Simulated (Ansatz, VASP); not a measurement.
# SbRu2: VASP beside Ansatz

```xyz
3
Lattice="-1.7800 1.7800 3.9599 1.7800 -1.7800 3.9599 1.7800 1.7800 -3.9599" Properties=species:S:1:pos:R:3 pbc="T T T"
Sb    0.0000    0.0000    0.0000
Ru    0.0000    0.0000    5.2718
Ru    0.0000    0.0000    2.6480
```

Alike in both runs: functional PBE; k mesh 8 × 8 × 8; occupations gaussian, width 0.1 eV; no spin polarisation.

Ansatz relaxed the structure, and its values are those at the end. VASP's run is a single point on that final structure, the one shown.

```csv
,VASP,Ansatz
version,VASP 6.6.1,Ansatz 0.2.0
potentials or method,"VASP PAW PBE potentials, release 64 (Sb, Ru_pv), cutoff 520 eV","scalar-relativistic, plane waves, PAW"
valence electrons in the cell,33,47
```

Ansatz gave:

| Property | Result |
| --- | --- |
| gap on the k mesh at the Fermi level (eV) | none |
| pressure (GPa) | 0.0 |
| rms of the force components (eV/Å) | 0.010 |

Question: What did VASP give for the same quantities?

Answer: gap on the k mesh at the Fermi level (eV): none; pressure (GPa): -0.3; rms of the force components (eV/Å): 0.015.

A gap of «none» marks a metal or a gap that the smearing closes. VASP's potentials hold 33 valence electrons a cell and Ansatz's 47, so a difference there can come from the potentials and not from the codes.

Neither program's run includes spin-orbit coupling.
